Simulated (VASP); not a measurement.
A run of VASP 6.6.1 is set up as follows.

Contents of INCAR:

```
SYSTEM = PC4
ALGO = Normal
EDIFF = 1E-6
ENCUT = 520
GGA = PE
ISIF = 2
ISMEAR = 0
LASPH = .TRUE.
LCHARG = .FALSE.
LREAL = .FALSE.
LWAVE = .FALSE.
NBANDS = 18
NELM = 60
PREC = Accurate
SIGMA = 0.1
```

The input KPOINTS:

```
k-points
0
G
  6 6 6
  0 0 0
```

The input POSCAR:

```
PC4
1.0
   -2.1775283181      2.1775283181      2.1775283181
    2.1775283181     -2.1775283181      2.1775283181
    2.1775283181      2.1775283181     -2.1775283181
P C
1 4
Direct
    0.0000000000      0.0000000000      0.0000000000
    0.0000000000      0.0000000000      0.5000000000
    0.5000000000      0.0000000000      0.0000000000
    0.5000000000      0.5000000000      0.5000000000
    0.0000000000      0.5000000000      0.0000000000
```

Potentials or basis: VASP PAW PBE potentials, release 64 (P, C).

Command:

```sh
$ cat potpaw_PBE.64/P/POTCAR potpaw_PBE.64/C/POTCAR > POTCAR
$ mpirun -np 1 vasp_std > vasp.out
```

**Question.** Estimate the pressure.

**Answer.** -0.8 GPa.
